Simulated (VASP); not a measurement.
Write the native input for VASP 6.6.1 that does the following.

```
Task                   : relaxation of cell and atoms
Functional             : PBE
Potentials or basis    : VASP PAW PBE potentials, release 64 (Zn, Rh_pv, Se)
Cutoff                 : 600 eV
k mesh                 : 8 × 8 × 8
Occupations            : gaussian, width 0.1 eV
Spin                   : no spin polarisation
Dipole correction      : no
Further INCAR settings : ALGO = Normal; EDIFF = 1e-07; IBRION = 2; EDIFFG = -0.01; NSW = 100; ISIF = 3
```

The structure of ZnRhSe3 lies in POSCAR:

```
ZnRhSe3
1.0
    4.9157836783      0.0000000000      0.0000000000
    0.0000000000      4.9157836783      0.0000000000
    0.0000000000      0.0000000000      4.9157836783
Zn Rh Se
1 1 3
Direct
    0.0000000000      0.0000000000      0.0000000000
    0.5000000000      0.5000000000      0.5000000000
    0.0000000000      0.5000000000      0.5000000000
    0.5000000000      0.0000000000      0.5000000000
    0.5000000000      0.5000000000      0.0000000000
```

The cell was built from a structure type or drawn by symmetry, and may not be a known phase.

The input as run:

INCAR

```
ALGO = Normal
EDIFF = 1E-7
EDIFFG = -0.01
ENCUT = 600
GGA = PE
IBRION = 2
ISIF = 3
ISMEAR = 0
LASPH = T
LCHARG = F
LREAL = F
LWAVE = F
NELM = 100
NSW = 100
PREC = Accurate
SIGMA = 0.1
```

KPOINTS

```
k-points
0
Gamma
  8 8 8
```

Potentials or basis: VASP PAW PBE potentials, release 64 (Zn, Rh_pv, Se).

The run is started by

```sh
$ cat potpaw_PBE.64/Zn/POTCAR potpaw_PBE.64/Rh_pv/POTCAR potpaw_PBE.64/Se/POTCAR > POTCAR
$ mpirun -np 1 vasp_std > vasp.out
```

Results of the run:

* Relaxed volume: 23.55 Å³/atom
* Relaxed cell: a = 4.901 Å, b = 4.901 Å, c = 4.901 Å, α = 90.00°, β = 90.00°, γ = 90.00°
* Space group after relaxing (to 0.1 Å): Pm-3m (No. 221)
* Energy gained by relaxing: 0.4 meV/atom
* Ionic steps: 3
* Pressure after relaxing: 0.0 GPa
* Band gap on the k mesh: zero (an odd number of electrons rules out a gap without spin polarisation)

Wall time 8.1 min on 1 thread of Intel Xeon 8259CL, on a shared host, peak memory 0.35 GiB.
